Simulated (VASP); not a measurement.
Crystal: Mg.

```xyz
1
Lattice="-1.8360 1.8360 1.6794 1.8360 -1.8360 1.6794 1.8360 1.8360 -1.6794" Properties=species:S:1:pos:R:3 pbc="T T T"
Mg    0.0000    0.0000    0.0000
```

Base run:

| Property | Result |
| --- | --- |
| Program | VASP 6.6.1 |
| Functional | LDA |
| Potentials or basis | VASP PAW LDA potentials, release 64 (Mg) |
| Cutoff | 600 eV |
| k mesh | 10 × 10 × 10 |
| Occupations | tetrahedron |
| Spin | no spin polarisation |

Its results: band gap on the k mesh zero (band 1 reaches 5.74 eV, above the bottom of band 2 at 1.19 eV); pressure -2.3 GPa.

**Question.** The run is repeated on the same cell with these changes: occupations from tetrahedron to gaussian, width 0.1 eV. What comes out?

**Answer.** Band gap on the k mesh zero (band 1 reaches 5.74 eV, above the bottom of band 2 at 1.19 eV); pressure -1.8 GPa.

Caveats: tetrahedron occupations give inexact forces and stress in metals (some runs).
